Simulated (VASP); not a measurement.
# NiO2 (P-3m1) in VASP: a series of runs, part 2 of 2

VASP 6.6.1. Earlier steps stand in the parts before.

**3. Single point, LDA+U, collinear spin, ferromagnetic start**

Contents of INCAR:

```
SYSTEM = NiO2
  ALGO = Normal
  EDIFF = 1E-6
  ENCUT = 600
  GGA = CA
  GGA_COMPAT = .False.
  ISIF = 2
  ISMEAR = 0
  ISPIN = 2
  LASPH = .True.
  LCHARG = .False.
  LDAU = .True.
  LDAUJ = 0.5 0
  LDAUL = 2 -1
  LDAUPRINT = 1
  LDAUTYPE = 1
  LDAUU = 4 0
  LMAXMIX = 4
  LORBIT = 11
  LREAL = .False.
  LWAVE = .False.
  MAGMOM = 1.71 1.71 0.69 0.69 0.69 0.69
  NBANDS = 35
  NELM = 200
  NUPDOWN = 6.0
  PREC = Accurate
  SIGMA = 0.05
```

Contents of KPOINTS:

```
k-points
0
Gamma
  8 8 3
  0 0 0
```

Contents of POSCAR:

```
NiO2
1.0
    2.6800879700      0.0000000000      0.0000000000
   -1.3400439800      2.3210242600      0.0000000000
    0.0000000000      0.0000000000      8.6470762600
Ni O
2 4
Direct
    0.0000000000      0.0000000000      0.0000000000
    0.0000000000      0.0000000000      0.5000000000
    0.3333333333      0.6666666667      0.1260000000
    0.6666666667      0.3333333333      0.3740000000
    0.3333333333      0.6666666667      0.6260000000
    0.6666666667      0.3333333333      0.8740000000
```

Potentials or basis: VASP PAW LDA potentials, release 64 (Ni, O).

Launch:

```bash
> cat potpaw_LDA.64/Ni/POTCAR potpaw_LDA.64/O/POTCAR > POTCAR
> mpirun -np 1 vasp_std > vasp.out
```

OUTCAR:

```text
SYSTEM = NiO2
   EDIFF = 1E-6
   ENCUT = 600
   GGA = CA
   ISIF = 2
   ISMEAR = 0
   ISPIN = 2
   LASPH = .True.
   LORBIT = 11
   LREAL = .False.
   NELM = 200
   NUPDOWN = 6.0
   PREC = Accurate

 ion  position               nearest neighbor table
   1  0.000  0.000  0.000-   3 1.89   6 1.89   6 1.89   3 1.89   6 1.89   3 1.89
   2  0.000  0.000  0.500-   5 1.89   4 1.89   5 1.89   4 1.89   4 1.89   5 1.89
   3  0.333  0.667  0.126-   1 1.89   1 1.89   1 1.89
   4  0.667  0.333  0.374-   2 1.89   2 1.89   2 1.89
   5  0.333  0.667  0.626-   2 1.89   2 1.89   2 1.89
   6  0.667  0.333  0.874-   1 1.89   1 1.89   1 1.89

  LATTYP: Found a hexagonal cell.
 ALAT       =     2.6800879700
 C/A-ratio  =     3.2264150867

  Lattice vectors:

 A1 = (   2.6800879700,   0.0000000000,   0.0000000000)
 A2 = (  -1.3400439800,   2.3210242600,   0.0000000000)
 A3 = (   0.0000000000,   0.0000000000,   8.6470762600)

Analysis of symmetry for initial positions (statically):
=====================================================================
 Subroutine PRICEL returns following result:

  LATTYP: Found a hexagonal cell.
 ALAT       =     2.6800879700
 C/A-ratio  =     1.6132075433
[... 12 lines left out ...]
 Subroutine GETGRP returns: Found 12 space group operations
 (whereof 12 operations were pure point group operations)
 out of a pool of 24 trial point group operations.

The static configuration has the point symmetry D_3d.

Analysis of symmetry for dynamics (positions and initial velocities):
=====================================================================
 Subroutine PRICEL returns following result:

  LATTYP: Found a hexagonal cell.
 ALAT       =     2.6800879700
 C/A-ratio  =     1.6132075433
[... 12 lines left out ...]
 Subroutine GETGRP returns: Found 12 space group operations
 (whereof 12 operations were pure point group operations)
 out of a pool of 24 trial point group operations.

The dynamic configuration has the point symmetry D_3d.

Analysis of structural, dynamic, and magnetic symmetry:
=====================================================================
 Subroutine PRICEL returns following result:

  LATTYP: Found a hexagonal cell.
 ALAT       =     2.6800879700
 C/A-ratio  =     1.6132075433
[... 12 lines left out ...]
 Subroutine GETGRP returns: Found 12 space group operations
 (whereof 12 operations were pure point group operations)
 out of a pool of 24 trial point group operations.

The overall configuration has the point symmetry D_3d.

 Subroutine INISYM returns: Found 12 space group operations
 (whereof 12 operations are pure point group operations),
 and found     2 'primitive' translations

----------------------------------------------------------------------------------------

                                     Primitive cell

[... 184 lines left out ...]
  0.1038  0.0000 -0.0000  0.6000  0.0000
  0.0000  0.1038 -0.0000  0.0000  0.7029

 occupancies and eigenvectors

  o =  0.5356  v =  0.0000  0.0000  0.0000  0.0000  0.0000  0.1717  0.8034 -0.0000 -0.2767 -0.4985      0.0000  0.0000  0.0000  0.0000  0.0000  0.0000  0.0000  0.0000  0.0000  0.0000
  o =  0.5356  v =  0.0000  0.0000  0.0000  0.0000  0.0000 -0.4985  0.2767 -0.0000  0.8034 -0.1717      0.0000  0.0000  0.0000  0.0000  0.0000  0.0000  0.0000  0.0000  0.0000  0.0000
  o =  0.7674  v =  0.0000  0.0000  0.0000  0.0000  0.0000  0.2767 -0.4985 -0.0000  0.1717 -0.8034      0.0000  0.0000  0.0000  0.0000  0.0000  0.0000  0.0000  0.0000  0.0000  0.0000
  o =  0.7674  v =  0.0000  0.0000  0.0000  0.0000  0.0000  0.8034  0.1717  0.0000  0.4985  0.2767      0.0000  0.0000  0.0000  0.0000  0.0000  0.0000  0.0000  0.0000  0.0000  0.0000
  o =  0.8175  v =  0.0000  0.0000  0.0000  0.0000  0.0000 -0.0000 -0.0000  1.0000 -0.0000 -0.0000      0.0000  0.0000  0.0000  0.0000  0.0000  0.0000  0.0000  0.0000  0.0000  0.0000
  o =  0.9893  v = -0.2481  0.6124  0.0000 -0.2109  0.7204  0.0000  0.0000  0.0000  0.0000  0.0000      0.0000  0.0000  0.0000  0.0000  0.0000  0.0000  0.0000  0.0000  0.0000  0.0000
  o =  0.9893  v = -0.7204 -0.2109 -0.0000 -0.6124 -0.2481  0.0000  0.0000  0.0000  0.0000  0.0000      0.0000  0.0000  0.0000  0.0000  0.0000  0.0000  0.0000  0.0000  0.0000  0.0000
  o =  0.9899  v =  0.0000  0.0000 -1.0000  0.0000  0.0000  0.0000  0.0000  0.0000  0.0000  0.0000      0.0000  0.0000  0.0000  0.0000  0.0000  0.0000  0.0000  0.0000  0.0000  0.0000
  o =  1.0091  v =  0.2109  0.7204  0.0000 -0.2481 -0.6124  0.0000  0.0000  0.0000  0.0000  0.0000      0.0000  0.0000  0.0000  0.0000  0.0000  0.0000  0.0000  0.0000  0.0000  0.0000
  o =  1.0091  v = -0.6124  0.2481  0.0000  0.7204 -0.2109  0.0000  0.0000  0.0000  0.0000  0.0000      0.0000  0.0000  0.0000  0.0000  0.0000  0.0000  0.0000  0.0000  0.0000  0.0000

 number of electron      43.9999997 magnetization       5.9999991

 Free energy of the ion-electron system (eV)
  ---------------------------------------------------
  ext. energy  EPLUGINS =         0.00000000
  ---------------------------------------------------
  free energy    TOTEN  =       -31.91719124 eV

  energy without entropy =      -31.90035716  energy(sigma->0) =      -31.90877420

 E-fermi :   3.5770     XC(G=0): -12.5598

 val. band max:        4.5947589890   @ k =   0.3750   0.1250   0.3333
 cond. band min:       3.5865225962   @ k =   0.5000   0.0000   0.3333
 fundamental gap:     -1.0082363929
 Fermi energy:         4.5954770119

 spin component 1

 k-point     1 :       0.0000    0.0000    0.0000
  band No.  band energies     occupation
      1     -15.7272      1.00000
      2     -15.2471      1.00000
      3     -14.1718      1.00000
      4     -13.4595      1.00000
      5      -3.3756      1.00000
      6      -2.4172      1.00000
[... 877 lines left out ...]
     33      19.3378      0.00000
     34      19.5283      0.00000

 [... further k-points ...]

 spin component 2

 k-point     1 :       0.0000    0.0000    0.0000
  band No.  band energies     occupation
      1     -14.7983      1.00000
      2     -14.2969      1.00000
      3     -13.1460      1.00000
      4     -12.3807      1.00000
      5      -2.3528      1.00000
      6      -0.8643      1.00000
[... 877 lines left out ...]
     33      20.0743      0.00000
     34      20.3193      0.00000

 [... further k-points ...]

 [bands above 34 left out]

------------------------ aborting loop because EDIFF is reached ----------------------------------------

  FORCE on cell =-STRESS in cart. coord.  units (eV):
  Direction    XX          YY          ZZ          XY          YZ          ZX
  --------------------------------------------------------------------------------------
  -------------------------------------------------------------------------------------
  Total        3.1780154      3.1780154     -3.0658506      0.0000000      0.0000000     -0.0000000
  in kB       94.6604495     94.6604490    -91.3195061      0.0000002      0.0000000     -0.0000000
  external PRESSURE =      32.6671308 kB  Pullay stress =       0.0000000 kB

 VOLUME and BASIS-vectors are now :
 -----------------------------------------------------------------------------
  energy-cutoff  :      600.00
  volume of cell :       53.79
      direct lattice vectors                 reciprocal lattice vectors
     2.680087970  0.000000000  0.000000000     0.373122081  0.215422134  0.000000000
    -1.340043980  2.321024260  0.000000000     0.000000000  0.430844269  0.000000000
     0.000000000  0.000000000  8.647076260     0.000000000  0.000000000  0.115646025

 POSITION                                       TOTAL-FORCE (eV/Angst)
 -----------------------------------------------------------------------------------
      0.00000      0.00000      0.00000        -0.000000     -0.000000     -0.000000
      0.00000      0.00000      4.32354        -0.000000     -0.000000     -0.000000
      0.00000      1.54735      1.08953         0.000000      0.000000     -0.508572
      1.34004      0.77367      3.23401         0.000000     -0.000000      0.508572
      0.00000      1.54735      5.41307        -0.000000      0.000000     -0.508572
      1.34004      0.77367      7.55754         0.000000     -0.000000      0.508572
 -----------------------------------------------------------------------------------
    total drift:                               -0.000000      0.000000      0.000000

  FREE ENERGIE OF THE ION-ELECTRON SYSTEM (eV)
  ---------------------------------------------------
  free  energy   TOTEN  =       -31.9171912416 eV

  energy  without entropy=      -31.9003571592  energy(sigma->0) =      -31.90877420

 total charge

# of ion       s       p       d       tot
------------------------------------------
    1        0.494   0.745   8.369   9.608
    2        0.494   0.745   8.369   9.608
    3        1.586   3.267   0.000   4.853
    4        1.586   3.267   0.000   4.853
    5        1.586   3.267   0.000   4.853
    6        1.586   3.267   0.000   4.853
--------------------------------------------------
tot          7.331  14.559  16.738  38.627

 magnetization (x)

# of ion       s       p       d       tot
------------------------------------------
    1       -0.006   0.035   1.561   1.590
    2       -0.006   0.035   1.561   1.590
    3        0.017   0.603   0.000   0.620
    4        0.017   0.603   0.000   0.620
    5        0.017   0.603   0.000   0.620
    6        0.017   0.603   0.000   0.620
--------------------------------------------------
tot          0.057   2.480   3.123   5.659
```

It took 4.2 min on 1 thread of AMD EPYC 7R13 (Zen 3), shared host; peak memory 0.2 GiB.

Results:

```yaml
Free_energy: -31.9172 eV
Pressure: 3.3 GPa
Largest_force: 0.509 eV/Å
Net_moment: 6.00 μB per cell
Site_moments: Ni +1.59; O +0.62 μB
Valence_electrons_inside_the_program's_atomic_spheres: Ni 9.61; O 4.85
```

Forces in eV/Å, atoms in the order of the input:
```
Ni   0.000  0.000  0.000
Ni   0.000  0.000  0.000
O    0.000  0.000 -0.509
O    0.000  0.000  0.509
O    0.000  0.000 -0.509
O    0.000  0.000  0.509
```

Eigenvalues of the final occupation matrices:
```tsv
site	spin	trace	eigenvalues
site 1 d	1	4.99	0.99 0.99 0.99 1.01 1.01
site 1 d	2	3.42	0.54 0.54 0.77 0.77 0.82
site 2 d	1	4.99	0.99 0.99 0.99 1.01 1.01
site 2 d	2	3.42	0.54 0.54 0.77 0.77 0.82
```

Caveat: the cell stands under pressure; the total moment is fixed, so each spin has its own Fermi level.
